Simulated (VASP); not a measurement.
# SnSe2 (P-3m1) in VASP: a series of runs, part 2 of 2

VASP 6.6.1.

## 3. Single point, PBE (strain -1.0%)

Input file INCAR:

```
SYSTEM = SnSe2
PREC     = Accurate       ! precision mode
ENCUT    = 520            ! plane-wave cutoff, eV
EDIFF    = 1E-6           ! SCF threshold, eV
ISMEAR   = -1             ! smearing method
SIGMA    = 0.02           ! smearing width, eV
LREAL    = .False.        ! projectors in reciprocal space
LASPH    = .True.         ! aspherical terms in the spheres
NELM     = 60             ! most SCF steps
ALGO     = Normal         ! electronic algorithm
ISIF     = 2              ! what is computed and relaxed
LWAVE    = .False.        ! write WAVECAR
LCHARG   = .True.         ! write CHGCAR
GGA      = PE             ! functional
LELF     = .True.         ! ELF
LVHAR    = .True.       
NBANDS   = 20             ! bands
```

Input file KPOINTS:

```
regular mesh
0
Gamma
  12 12 4
  0 0 0
```

Input file POSCAR:

```
SnSe2
1.0
    3.7868978365      0.0000000000      0.0000000000
   -1.8934489183      3.2795497280      0.0000000000
    0.0000000000      0.0000000000      6.1648082737
Sn Se
1 2
Direct
    0.0000000000      0.0000000000      0.0000000000
    0.3333333333      0.6666666667      0.2571722281
    0.6666666667      0.3333333333      0.7428277719
```

Potentials or basis: VASP PAW PBE potentials, release 64 (Sn_d, Se).

Command:

```
> cat potpaw_PBE.64/Sn_d/POTCAR potpaw_PBE.64/Se/POTCAR > POTCAR
> mpirun -np 1 vasp_std > vasp.out
```

OUTCAR:

```text
SYSTEM = SnSe2
   PREC = Accurate
   ENCUT = 520
   EDIFF = 1E-6
   ISMEAR = -1
   LREAL = .False.
   LASPH = .True.
   NELM = 60
   ISIF = 2
   GGA = PE

 ion  position               nearest neighbor table
   1  0.000  0.000  0.000-   2 2.70   3 2.70   3 2.70   2 2.70   3 2.70   2 2.70
   2  0.333  0.667  0.257-   1 2.70   1 2.70   1 2.70
   3  0.667  0.333  0.743-   1 2.70   1 2.70   1 2.70

  LATTYP: Found a hexagonal cell.
 ALAT       =     3.7868978365
 C/A-ratio  =     1.6279309714

  Lattice vectors:

 A1 = (   3.7868978365,   0.0000000000,   0.0000000000)
 A2 = (  -1.8934489183,   3.2795497280,   0.0000000000)
 A3 = (   0.0000000000,   0.0000000000,   6.1648082737)

Analysis of symmetry for initial positions (statically):
=====================================================================
 Subroutine PRICEL returns:
 Original cell was already a primitive cell.

 Routine SETGRP: Setting up the symmetry group for a
 hexagonal supercell.

 Subroutine GETGRP returns: Found 12 space group operations
 (whereof 12 operations were pure point group operations)
 out of a pool of 24 trial point group operations.

The static configuration has the point symmetry D_3d.

Analysis of symmetry for dynamics (positions and initial velocities):
=====================================================================
 Subroutine PRICEL returns:
 Original cell was already a primitive cell.

 Routine SETGRP: Setting up the symmetry group for a
 hexagonal supercell.

 Subroutine GETGRP returns: Found 12 space group operations
 (whereof 12 operations were pure point group operations)
 out of a pool of 24 trial point group operations.

The dynamic configuration has the point symmetry D_3d.

 Subroutine INISYM returns: Found 12 space group operations
 (whereof 12 operations are pure point group operations),
 and found     1 'primitive' translations

----------------------------------------------------------------------------------------

                                     Primitive cell

  volume of cell :      76.5627

  direct lattice vectors                    reciprocal lattice vectors
     3.786897837  0.000000000  0.000000000     0.264068386  0.152459954  0.000000000
    -1.893448918  3.279549728  0.000000000     0.000000000  0.304919908  0.000000000
     0.000000000  0.000000000  6.164808274     0.000000000  0.000000000  0.162211046

  length of vectors
     3.786897837  3.786897837  6.164808274     0.304919908  0.304919908  0.162211046

  position of ions in fractional coordinates (direct lattice)
     0.000000000  0.000000000  0.000000000
     0.333333333  0.666666667  0.257172228
     0.666666667  0.333333333  0.742827772

  ion indices of the primitive-cell ions
   primitive index   ion index
                 1           1
                 2           2
                 3           3

----------------------------------------------------------------------------------------

 KPOINTS: regular mesh

Automatic generation of k-mesh.
 Grid dimensions read from file:
 generate k-points for:   12   12    4

 Generating k-lattice:

  Cartesian coordinates                     Fractional coordinates (reciprocal lattice)
     0.022005699  0.012704996  0.000000000     0.083333333  0.000000000  0.000000000
     0.000000000  0.025409992  0.000000000     0.000000000  0.083333333  0.000000000
     0.000000000  0.000000000  0.040552762     0.000000000  0.000000000  0.250000000

  Length of vectors
     0.025409992  0.025409992  0.040552762

  Shift w.r.t. Gamma in fractional coordinates (k-lattice)
     0.000000000  0.000000000  0.000000000

 Subroutine IBZKPT returns following result:
 ===========================================

 Found     69 irreducible k-points:

 Following reciprocal coordinates:
            Coordinates               Weight
  0.000000  0.000000  0.000000      1.000000
  0.083333  0.000000  0.000000      6.000000
  0.166667  0.000000  0.000000      6.000000
  0.250000  0.000000  0.000000      6.000000
  0.333333  0.000000  0.000000      6.000000
  0.416667 -0.000000  0.000000      6.000000
[... 16 lines left out ...]
  0.166667  0.000000  0.250000      6.000000
  0.000000  0.166667  0.250000      6.000000
 [... further k-points ...]
   k-points           NKPTS =     69   k-points in BZ     NKDIM =     69   number of bands    NBANDS=     20
   number of dos      NEDOS =    301   number of ions     NIONS =      3
   total plane-waves  NPLWV =  37632
   dimension x,y,z NGX =    28 NGY =   28 NGZ =   48
   dimension x,y,z NGXF=    56 NGYF=   56 NGZF=   96
   ions per type =               1   2
   NGX,Y,Z   is equivalent  to a cutoff of  12.29, 12.29, 12.94 a.u.
   NGXF,Y,Z  is equivalent  to a cutoff of  24.58, 24.58, 25.89 a.u.
 SYSTEM =  SnSe2
   PREC   = accura    normal or accurate (medium, high low for compatibility)
   ISTART =      0    job   : 0-new  1-cont  2-samecut
   ICHARG =      2    charge: 1-file 2-atom 10-const
   ISPIN  =      1    spin polarized calculation?
   LNONCOLLINEAR =      F non collinear calculations
   LSORBIT =      F    spin-orbit coupling
   LASPH  =      T    aspherical Exc in radial PAW
   ENCUT  =  520.0 eV  38.22 Ry    6.18 a.u.   7.04  7.04 11.46*2*pi/ulx,y,z
   NELM   =     60;   NELMIN=  2; NELMDL= -5     # of ELM steps
   EDIFF  = 0.1E-05   stopping-criterion for ELM
   LREAL  =      F    real-space projection
   EDIFFG = 0.1E-04   stopping-criterion for IOM
   NSW    =      0    number of steps for IOM
   IBRION =     -1    ionic relax: 0-MD 1-quasi-New 2-CG
   NFREE  =      0    steps in history (QN), initial steepest desc. (CG)
   ISIF   =      2    stress and relaxation
   ISYM   =      2    0-nonsym 1-usesym 2-fastsym
   POTIM  = 0.5000    time-step for ionic-motion
   TEBEG  =    0.0;   TEEND  =   0.0 temperature during run
   PSTRESS=    0.0 pullay stress
   NELECT =      26.0000    total number of electrons
   NUPDOWN=      -1.0000    fix difference up-down
   EMIN   =  10.00;   EMAX   =-10.00  energy-range for DOS
   EFERMI =   0.00;   METHOD = LEGACY
   ISMEAR =    -1;   SIGMA  =   0.02  broadening in eV -4-tet -1-fermi 0-gaus
   EFERMI_NEDOS =   21; number of points for ismear=-14 and -15
   IALGO  =     38    algorithm
   IMIX   =      4    mixing-type and parameters
     AMIX     =   0.40;   BMIX     =  1.00
     AMIX_MAG =   1.60;   BMIX_MAG =  1.00
  volume/ion in A,a.u.               =      25.52       172.22
  Fermi-wavevector in a.u.,A,eV,Ry     =   1.142160  2.158369 17.749190  1.304529
  Thomas-Fermi vector in A             =   2.278858
   LORBIT       =      0    0 simple, 1 ext, 2 COOP (PROOUT), +10 PAW based schemes
   GGA     = PE    functional components
   LHFCALC =     F    Hartree Fock is set to
   AEXX    =    0.0000 exact exchange contribution
   IVDW    =     0    specifies the selected vdW correction
   LEPSILON=     F    determine dielectric tensor
   LRPA    =     F    only Hartree local field effects (RPA)
 non-spin polarized calculation
  energy-cutoff  :      520.00
  volume of cell :       76.56
 maximum number of plane-waves:      2075
   NGX = 15   NGY = 15   NGZ = 23

 number of electron      25.9999998 magnetization

 Free energy of the ion-electron system (eV)
  ---------------------------------------------------
  ext. energy  EPLUGINS =         0.00000000
  ---------------------------------------------------
  free energy    TOTEN  =       -11.78540540 eV

  energy without entropy =      -11.78540540  energy(sigma->0) =      -11.78540540

 E-fermi :   4.6404     XC(G=0):  -9.5332

 val. band max:        4.2806397318   @ k =   0.0833   0.0833   0.0000
 cond. band min:       4.9927619455   @ k =   0.5000   0.0000   0.5000
 fundamental gap:      0.7121222137
 Fermi energy:         4.6403551775

 k-point     1 :       0.0000    0.0000    0.0000
  band No.  band energies     occupation
      1     -16.9856      2.00000
      2     -16.9856      2.00000
      3     -16.9435      2.00000
      4     -16.9314      2.00000
      5     -16.9314      2.00000
      6      -9.6557      2.00000
[... 12 lines left out ...]
     19      13.3313      0.00000
     20      13.3314      0.00000

 k-point     2 :       0.0833    0.0000    0.0000
  band No.  band energies     occupation
      1     -16.9886      2.00000
      2     -16.9827      2.00000
      3     -16.9415      2.00000
      4     -16.9335      2.00000
      5     -16.9313      2.00000
      6      -9.5856      2.00000
[... 498 lines left out ...]
 k-point    24 :       0.0000    0.1667    0.2500
  band No.  band energies     occupation
      1     -16.9976      2.00000
      2     -16.9753      2.00000
      3     -16.9401      2.00000
      4     -16.9339      2.00000
      5     -16.9302      2.00000
      6      -9.2896      2.00000
[... 12 lines left out ...]
     19      12.2619      0.00000
     20      13.2416      0.00000

 [... further k-points ...]
[... 5 lines left out ...]
  --------------------------------------------------------------------------------------
  -------------------------------------------------------------------------------------
  Total        2.1725381      2.1725381      1.8181872     -0.0000000      0.0000000      0.0000000
  in kB       45.4632626     45.4632626     38.0479970     -0.0000000      0.0000000      0.0000000
  external PRESSURE =      42.9915074 kB  Pullay stress =       0.0000000 kB

 VOLUME and BASIS-vectors are now :
 -----------------------------------------------------------------------------
  energy-cutoff  :      520.00
  volume of cell :       76.56
      direct lattice vectors                 reciprocal lattice vectors
     3.786897837  0.000000000  0.000000000     0.264068386  0.152459954  0.000000000
    -1.893448918  3.279549728  0.000000000     0.000000000  0.304919908  0.000000000
     0.000000000  0.000000000  6.164808274     0.000000000  0.000000000  0.162211046

 POSITION                                       TOTAL-FORCE (eV/Angst)
 -----------------------------------------------------------------------------------
      0.00000      0.00000      0.00000         0.000000      0.000000      0.000000
     -0.00000      2.18637      1.58542         0.000000     -0.000000      0.289089
      1.89345      1.09318      4.57939        -0.000000      0.000000     -0.289089
 -----------------------------------------------------------------------------------
    total drift:                                0.000000      0.000000      0.000000

  FREE ENERGIE OF THE ION-ELECTRON SYSTEM (eV)
  ---------------------------------------------------
  free  energy   TOTEN  =       -11.7854054044 eV

  energy  without entropy=      -11.7854054039  energy(sigma->0) =      -11.78540540
```

Run time: 62 s. Hardware: 1 thread of Intel Xeon Platinum 8488C (Sapphire Rapids), shared host; peak memory 0.25 GiB.

What came out:

```
Free energy            : -11.7854 eV
Pressure               : 4.3 GPa
Largest force          : 0.289 eV/Å
Band gap on the k mesh : 0.71 eV, indirect (least direct gap 1.20 eV)
```

Forces in eV/Å, atoms in the order of the input:
```
Sn   0.000  0.000  0.000
Se   0.000  0.000  0.289
Se   0.000  0.000 -0.289
```

Caveat: the cell differs from its parent crystal (strain -1.0%); spin-orbit coupling is left out, which moves the levels of the heavy elements; this functional lacks dispersion, which binds the layers, so the pressure and a relaxed spacing across them are unreliable. A k mesh can miss the band edges.
